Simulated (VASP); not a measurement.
# SnTe (Fm-3m) in VASP: a series of runs

Runs on SnTe. Level: PBE. Tasks: single point.

Program: VASP 6.6.1. These are calculated values, not measurements. Logs are shortened: lines on timing, memory, paths and dates and some standing lists are left out, and cuts for length are marked.

## 1. The cell of the first run

The structure is cubic, space group Fm-3m (No. 225). Conventional cell: a = 6.124 Å, b = 6.124 Å, c = 6.124 Å, α = 90.00°, β = 90.00°, γ = 90.00°. Sn (site symmetry m-3m) has 6 Te at 3.06 Å within 4.0 Å. Within 4.0 Å of Te (site symmetry m-3m) lie 6 Sn at 3.06 Å.

## 2. Single point, PBE (strain -0.030 along x and y, -0.030 along z)

File INCAR:

```
ALGO = Normal
EDIFF = 1E-6
ENCUT = 520
GGA = PE
ISIF = 2
ISMEAR = 0
LASPH = True
LCHARG = False
LREAL = False
LWAVE = False
NBANDS = 17
NELM = 80
PREC = Accurate
SIGMA = 0.03
```

File KPOINTS:

```
k-points
0
Gamma
  10 10 10
```

File POSCAR:

```
SnTe
1.0
    0.0000000000      3.0618050000      3.0618050000
    3.0618050000      0.0000000000      3.0618050000
    3.0618050000      3.0618050000      0.0000000000
Sn Te
1 1
Direct
    0.0000000000      0.0000000000      0.0000000000
    0.5000000000      0.5000000000      0.5000000000
```

Potentials or basis: VASP PAW PBE potentials, release 64 (Sn_d, Te).

Command:

```sh
$ cat potpaw_PBE.64/Sn_d/POTCAR potpaw_PBE.64/Te/POTCAR > POTCAR
$ mpirun -np 1 vasp_std > vasp.out
```

OUTCAR:

```text
EDIFF = 1E-6
   ENCUT = 520
   GGA = PE
   ISIF = 2
   ISMEAR = 0
   LASPH = True
   LREAL = False
   NELM = 80
   PREC = Accurate

 ion  position               nearest neighbor table
   1  0.000  0.000  0.000-   2 3.06   2 3.06   2 3.06   2 3.06   2 3.06   2 3.06
   2  0.500  0.500  0.500-   1 3.06   1 3.06   1 3.06   1 3.06   1 3.06   1 3.06

  LATTYP: Found a face centered cubic cell.
 ALAT       =     6.1236100000

  Lattice vectors:

 A1 = (   0.0000000000,   3.0618050000,   3.0618050000)
 A2 = (   3.0618050000,   0.0000000000,   3.0618050000)
 A3 = (   3.0618050000,   3.0618050000,   0.0000000000)

Analysis of symmetry for initial positions (statically):
=====================================================================
 Subroutine PRICEL returns:
 Original cell was already a primitive cell.

 Routine SETGRP: Setting up the symmetry group for a
 face centered cubic supercell.

 Subroutine GETGRP returns: Found 48 space group operations
 (whereof 48 operations were pure point group operations)
 out of a pool of 48 trial point group operations.

The static configuration has the point symmetry O_h .

Analysis of symmetry for dynamics (positions and initial velocities):
=====================================================================
 Subroutine PRICEL returns:
 Original cell was already a primitive cell.

 Routine SETGRP: Setting up the symmetry group for a
 face centered cubic supercell.

 Subroutine GETGRP returns: Found 48 space group operations
 (whereof 48 operations were pure point group operations)
 out of a pool of 48 trial point group operations.

The dynamic configuration has the point symmetry O_h .

 Subroutine INISYM returns: Found 48 space group operations
 (whereof 48 operations are pure point group operations),
 and found     1 'primitive' translations

----------------------------------------------------------------------------------------

                                     Primitive cell

  volume of cell :      57.4067

  direct lattice vectors                    reciprocal lattice vectors
     0.000000000  3.061805000  3.061805000    -0.163302366  0.163302366  0.163302366
     3.061805000  0.000000000  3.061805000     0.163302366 -0.163302366  0.163302366
     3.061805000  3.061805000  0.000000000     0.163302366  0.163302366 -0.163302366

  length of vectors
     4.330046156  4.330046156  4.330046156     0.282847994  0.282847994  0.282847994

  position of ions in fractional coordinates (direct lattice)
     0.000000000  0.000000000  0.000000000
     0.500000000  0.500000000  0.500000000

  ion indices of the primitive-cell ions
   primitive index   ion index
                 1           1
                 2           2

----------------------------------------------------------------------------------------

 KPOINTS: k-points

Automatic generation of k-mesh.
 Grid dimensions read from file:
 generate k-points for:   10   10   10

 Generating k-lattice:

  Cartesian coordinates                     Fractional coordinates (reciprocal lattice)
    -0.016330237  0.016330237  0.016330237     0.100000000  0.000000000  0.000000000
     0.016330237 -0.016330237  0.016330237     0.000000000  0.100000000  0.000000000
     0.016330237  0.016330237 -0.016330237     0.000000000  0.000000000  0.100000000

  Length of vectors
     0.028284799  0.028284799  0.028284799

  Shift w.r.t. Gamma in fractional coordinates (k-lattice)
     0.000000000  0.000000000  0.000000000

 Subroutine IBZKPT returns following result:
 ===========================================

 Found     47 irreducible k-points:

 Following reciprocal coordinates:
            Coordinates               Weight
  0.000000  0.000000  0.000000      1.000000
  0.100000  0.000000  0.000000      8.000000
  0.200000  0.000000  0.000000      8.000000
  0.300000  0.000000  0.000000      8.000000
  0.400000  0.000000  0.000000      8.000000
  0.500000  0.000000  0.000000      4.000000
[... 16 lines left out ...]
  0.300000  0.300000  0.000000      6.000000
  0.400000  0.300000  0.000000     24.000000
 [... further k-points ...]
   k-points           NKPTS =     47   k-points in BZ     NKDIM =     47   number of bands    NBANDS=     17
   number of dos      NEDOS =    301   number of ions     NIONS =      2
   total plane-waves  NPLWV =  32768
   dimension x,y,z NGX =    32 NGY =   32 NGZ =   32
   dimension x,y,z NGXF=    64 NGYF=   64 NGZF=   64
   ions per type =               1   1
   NGX,Y,Z   is equivalent  to a cutoff of  12.29, 12.29, 12.29 a.u.
   NGXF,Y,Z  is equivalent  to a cutoff of  24.57, 24.57, 24.57 a.u.
 SYSTEM =  unknown system
   PREC   = accura    normal or accurate (medium, high low for compatibility)
   ISTART =      0    job   : 0-new  1-cont  2-samecut
   ICHARG =      2    charge: 1-file 2-atom 10-const
   ISPIN  =      1    spin polarized calculation?
   LNONCOLLINEAR =      F non collinear calculations
   LSORBIT =      F    spin-orbit coupling
   LASPH  =      T    aspherical Exc in radial PAW
   ENCUT  =  520.0 eV  38.22 Ry    6.18 a.u.   8.05  8.05  8.05*2*pi/ulx,y,z
   NELM   =     80;   NELMIN=  2; NELMDL= -5     # of ELM steps
   EDIFF  = 0.1E-05   stopping-criterion for ELM
   LREAL  =      F    real-space projection
   EDIFFG = 0.1E-04   stopping-criterion for IOM
   NSW    =      0    number of steps for IOM
   IBRION =     -1    ionic relax: 0-MD 1-quasi-New 2-CG
   NFREE  =      0    steps in history (QN), initial steepest desc. (CG)
   ISIF   =      2    stress and relaxation
   ISYM   =      2    0-nonsym 1-usesym 2-fastsym
   POTIM  = 0.5000    time-step for ionic-motion
   TEBEG  =    0.0;   TEEND  =   0.0 temperature during run
   PSTRESS=    0.0 pullay stress
   NELECT =      20.0000    total number of electrons
   NUPDOWN=      -1.0000    fix difference up-down
   EMIN   =  10.00;   EMAX   =-10.00  energy-range for DOS
   EFERMI =   0.00;   METHOD = LEGACY
   ISMEAR =     0;   SIGMA  =   0.03  broadening in eV -4-tet -1-fermi 0-gaus
   EFERMI_NEDOS =   21; number of points for ismear=-14 and -15
   IALGO  =     38    algorithm
   IMIX   =      4    mixing-type and parameters
     AMIX     =   0.40;   BMIX     =  1.00
     AMIX_MAG =   1.60;   BMIX_MAG =  1.00
  volume/ion in A,a.u.               =      28.70       193.70
  Fermi-wavevector in a.u.,A,eV,Ry     =   1.151942  2.176855 18.054530  1.326971
  Thomas-Fermi vector in A             =   2.288596
   LORBIT       =      0    0 simple, 1 ext, 2 COOP (PROOUT), +10 PAW based schemes
   GGA     = PE    functional components
   LHFCALC =     F    Hartree Fock is set to
   AEXX    =    0.0000 exact exchange contribution
   IVDW    =     0    specifies the selected vdW correction
   LEPSILON=     F    determine dielectric tensor
   LRPA    =     F    only Hartree local field effects (RPA)
 non-spin polarized calculation
 Gauss-broadening in eV      SIGMA  =   0.03
  energy-cutoff  :      520.00
  volume of cell :       57.41
 maximum number of plane-waves:      1572
   NGX = 17   NGY = 17   NGZ = 17

 number of electron      19.9999990 magnetization

 Free energy of the ion-electron system (eV)
  ---------------------------------------------------
  ext. energy  EPLUGINS =         0.00000000
  ---------------------------------------------------
  free energy    TOTEN  =        -7.39074414 eV

  energy without entropy =       -7.39074414  energy(sigma->0) =       -7.39074414

 E-fermi :   8.1801     XC(G=0):  -9.8860

 val. band max:        8.0380231119   @ k =   0.5000   0.0000   0.0000
 cond. band min:       8.3048222497   @ k =   0.5000   0.0000   0.0000
 fundamental gap:      0.2667991378
 Fermi energy:         8.1800805766

 k-point     1 :       0.0000    0.0000    0.0000
  band No.  band energies     occupation
      1     -13.8742      2.00000
      2     -13.8742      2.00000
      3     -13.8628      2.00000
      4     -13.8628      2.00000
      5     -13.8628      2.00000
      6      -5.3964      2.00000
[... 9 lines left out ...]
     16      12.6692      0.00000
     17      14.6535      0.00000

 k-point     2 :       0.1000    0.0000    0.0000
  band No.  band energies     occupation
      1     -13.8748      2.00000
      2     -13.8748      2.00000
      3     -13.8626      2.00000
      4     -13.8620      2.00000
      5     -13.8620      2.00000
      6      -5.3004      2.00000
[... 9 lines left out ...]
     16      12.8977      0.00000
     17      15.4604      0.00000

 k-point     3 :       0.2000    0.0000    0.0000
  band No.  band energies     occupation
      1     -13.8767      2.00000
      2     -13.8767      2.00000
      3     -13.8621      2.00000
      4     -13.8597      2.00000
      5     -13.8597      2.00000
      6      -5.0211      2.00000
[... 9 lines left out ...]
     16      13.5193      0.00000
     17      17.2392      0.00000

 k-point     4 :       0.3000    0.0000    0.0000
  band No.  band energies     occupation
      1     -13.8794      2.00000
      2     -13.8794      2.00000
      3     -13.8616      2.00000
      4     -13.8566      2.00000
      5     -13.8566      2.00000
      6      -4.5935      2.00000
[... 9 lines left out ...]
     16      14.4940      0.00000
     17      19.1704      0.00000
[... 343 lines left out ...]
      1     -13.8805      2.00000
      2     -13.8793      2.00000
      3     -13.8607      2.00000
      4     -13.8572      2.00000
      5     -13.8555      2.00000
      6      -4.4523      2.00000
[... 9 lines left out ...]
     16      16.3812      0.00000
     17      16.7587      0.00000

 k-point    23 :       0.3000    0.3000    0.0000
  band No.  band energies     occupation
      1     -13.8916      2.00000
      2     -13.8697      2.00000
      3     -13.8666      2.00000
      4     -13.8528      2.00000
      5     -13.8528      2.00000
      6      -4.3392      2.00000
[... 9 lines left out ...]
     16      16.7561      0.00000
     17      16.7561      0.00000

 k-point    24 :       0.4000    0.3000    0.0000
  band No.  band energies     occupation
      1     -13.8948      2.00000
      2     -13.8700      2.00000
      3     -13.8666      2.00000
      4     -13.8510      2.00000
      5     -13.8505      2.00000
      6      -3.9949      2.00000
[... 9 lines left out ...]
     16      17.5608      0.00000
     17      17.8960      0.00000

 [... further k-points ...]
[... 5 lines left out ...]
  --------------------------------------------------------------------------------------
  -------------------------------------------------------------------------------------
  Total        2.6858949      2.6858949      2.6858949      0.0000000     -0.0000000     -0.0000000
  in kB       74.9612840     74.9612840     74.9612840      0.0000000     -0.0000000     -0.0000000
  external PRESSURE =      74.9612840 kB  Pullay stress =       0.0000000 kB

 VOLUME and BASIS-vectors are now :
 -----------------------------------------------------------------------------
  energy-cutoff  :      520.00
  volume of cell :       57.41
      direct lattice vectors                 reciprocal lattice vectors
     0.000000000  3.061805000  3.061805000    -0.163302366  0.163302366  0.163302366
     3.061805000  0.000000000  3.061805000     0.163302366 -0.163302366  0.163302366
     3.061805000  3.061805000  0.000000000     0.163302366  0.163302366 -0.163302366

 POSITION                                       TOTAL-FORCE (eV/Angst)
 -----------------------------------------------------------------------------------
      0.00000      0.00000      0.00000         0.000000      0.000000     -0.000000
      3.06181      3.06181      3.06181         0.000000      0.000000      0.000000
 -----------------------------------------------------------------------------------
    total drift:                                0.000000     -0.000000     -0.000000

  FREE ENERGIE OF THE ION-ELECTRON SYSTEM (eV)
  ---------------------------------------------------
  free  energy   TOTEN  =        -7.3907441419 eV

  energy  without entropy=       -7.3907441419  energy(sigma->0) =       -7.39074414
```

It took 17 s on 1 thread of Intel Xeon 6975P-C (Granite Rapids), shared host; peak memory 0.19 GiB.

Results:

* Free energy: -7.3907 eV
* Pressure: 7.5 GPa
* Band gap on the k mesh: 0.27 eV, direct

Caveat: the cell differs from its parent crystal (strain -0.030 along x and y, -0.030 along z); spin-orbit coupling is left out, which moves the levels of the heavy elements. A k mesh can miss the band edges.

## 3. Single point, PBE (strain -0.015 along x and y, -0.015 along z)

File INCAR:

```
SYSTEM = SnTe
PREC     = Accurate       ! precision mode
ENCUT    = 520            ! plane-wave cutoff, eV
EDIFF    = 1E-7           ! SCF threshold, eV
ISMEAR   = 0              ! smearing method
SIGMA    = 0.03           ! smearing width, eV
LREAL    = .FALSE.        ! projectors in reciprocal space
LASPH    = .TRUE.         ! aspherical terms in the spheres
NELM     = 80             ! most SCF steps
ALGO     = Normal         ! electronic algorithm
ISIF     = 2              ! what is computed and relaxed
LWAVE    = .FALSE.        ! write WAVECAR
LCHARG   = .FALSE.        ! write CHGCAR
GGA      = PE             ! functional
NBANDS   = 17             ! bands
```

File KPOINTS:

```
Automatic mesh
0
G
  10 10 10
  0 0 0
```

File POSCAR:

```
SnTe
1.0
    0.0000000000      3.1091525000      3.1091525000
    3.1091525000      0.0000000000      3.1091525000
    3.1091525000      3.1091525000      0.0000000000
Sn Te
1 1
Direct
    0.0000000000      0.0000000000      0.0000000000
    0.5000000000      0.5000000000      0.5000000000
```

Potentials or basis: VASP PAW PBE potentials, release 64 (Sn_d, Te).

Command:

```sh
$ cat potpaw_PBE.64/Sn_d/POTCAR potpaw_PBE.64/Te/POTCAR > POTCAR
$ mpirun -np 1 vasp_std > vasp.out
```

It took 31 s on 1 thread of Intel Xeon 6975P-C (Granite Rapids), shared host; peak memory 0.21 GiB.

It converged, with:

* Free energy: -7.4912 eV
* Pressure: 4.5 GPa
* Band gap on the k mesh: 0.22 eV, direct

Levels at points of the mesh, in eV from the valence-band top:
```
           k point  band 8  band 9  band 10  band 11  band 12  band 13
(0.00, 0.00, 0.00)   -2.24   -2.24    -2.24     3.45     3.45     3.45
(0.50, 0.00, 0.00)   -1.89   -1.89     0.00     0.22     0.32     0.32
(0.50, 0.50, 0.00)   -5.86   -3.93    -3.93     2.03     5.14     5.14
```

Caveat: the cell differs from its parent crystal (strain -0.015 along x and y, -0.015 along z); spin-orbit coupling is left out, which moves the levels of the heavy elements. A k mesh can miss the band edges.

## 4. Single point, PBE (strain +0.015 along x and y, +0.015 along z)

File INCAR:

```
SYSTEM = SnTe
PREC = Accurate
ENCUT = 520
EDIFF = 1E-6
ISMEAR = 0
SIGMA = 0.03
LREAL = .FALSE.
LASPH = .TRUE.
NELM = 60
ALGO = Normal
ISIF = 2
LWAVE = .FALSE.
LCHARG = .FALSE.
GGA = PE
NBANDS = 17
```

File KPOINTS:

```
regular mesh
0
G
  10 10 10
  0 0 0
```

File POSCAR:

```
SnTe
1.0
    0.0000000000      3.2038475000      3.2038475000
    3.2038475000      0.0000000000      3.2038475000
    3.2038475000      3.2038475000      0.0000000000
Sn Te
1 1
Direct
    0.0000000000      0.0000000000      0.0000000000
    0.5000000000      0.5000000000      0.5000000000
```

Command:

```sh
$ cat potpaw_PBE.64/Sn_d/POTCAR potpaw_PBE.64/Te/POTCAR > POTCAR
$ mpirun -np 1 vasp_std > vasp.out
```

Run time: 28 s. Hardware: 1 thread of Intel Xeon 6975P-C (Granite Rapids), shared host; peak memory 0.22 GiB.

It converged, with:

| Property | Result |
| --- | --- |
| Free energy | -7.5649 eV |
| Pressure | 0.0 GPa |
| Band gap on the k mesh | 0.05 eV, direct |

Levels at points of the mesh, in eV from the valence-band top:
| k point | band 8 | band 9 | band 10 | band 11 | band 12 | band 13 |
| --- | --- | --- | --- | --- | --- | --- |
| (0.00, 0.00, 0.00) | -2.00 | -2.00 | -2.00 | 3.25 | 3.25 | 3.25 |
| (0.50, 0.00, 0.00) | -1.68 | -1.68 | 0.00 | 0.05 | 0.45 | 0.45 |
| (0.50, 0.50, 0.00) | -5.22 | -3.50 | -3.50 | 2.38 | 4.69 | 4.69 |

Caveat: the cell differs from its parent crystal (strain +0.015 along x and y, +0.015 along z); spin-orbit coupling is left out, which moves the levels of the heavy elements. A k mesh can miss the band edges.

## 5. Overview

| cell | gap on the mesh (eV) | pressure (GPa) |
| --- | --- | --- |
| a = 4.330 Å, angles 60.0°, 2 atoms | 0.27 | 7.5 |
| a = 4.397 Å, angles 60.0°, 2 atoms | 0.22 | 4.5 |
| a = 4.531 Å, angles 60.0°, 2 atoms | 0.05 | 0.0 |

Alike in all rows: task single point; level PBE; potentials or basis VASP PAW PBE potentials, release 64 (Sn_d, Te); no spin polarisation; k mesh 10 × 10 × 10; cutoff (eV) 520; smearing gaussian 0.03 eV.

Caveats: spin-orbit coupling is left out, which moves the levels of the heavy elements.

Total energies depend on the potentials used, so only differences within one code and one set of settings carry meaning.
